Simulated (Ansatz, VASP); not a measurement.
## One calculation of Ru, two programs

```
Ru
1.0
     0.00000    1.96567    1.96567
     1.96567    0.00000    1.96567
     1.96567    1.96567    0.00000
Ru
1
Cartesian
  0.0000 0.0000 0.0000
```

Alike in both runs: task single point; functional r2SCAN; k mesh 23 × 23 × 23; occupations fermi-dirac, width 0.05 eV; collinear spin.

|  | VASP | Ansatz |
| --- | --- | --- |
| version | VASP 6.6.1 | Ansatz 0.2.0 |
| potentials or method | VASP PAW PBE potentials, release 64 (Ru_pv), cutoff 520 eV | plane waves (500 eV) with PAW, scalar-relativistic |
| valence electrons in the cell | 14 | 16 |

Ansatz gave:

* pressure (GPa): -28.6
* net moment per atom (μB): 0.00

What did VASP give for the same quantities?

Pressure (GPa): -27.8; net moment per atom (μB): 0.00.

VASP's potentials were made for PBE, not for r2SCAN. VASP's potentials hold 14 valence electrons a cell and Ansatz's 16, so a difference there can come from the potentials and not from the codes. Ansatz's warnings: seeded moment not kept, stability check not made.
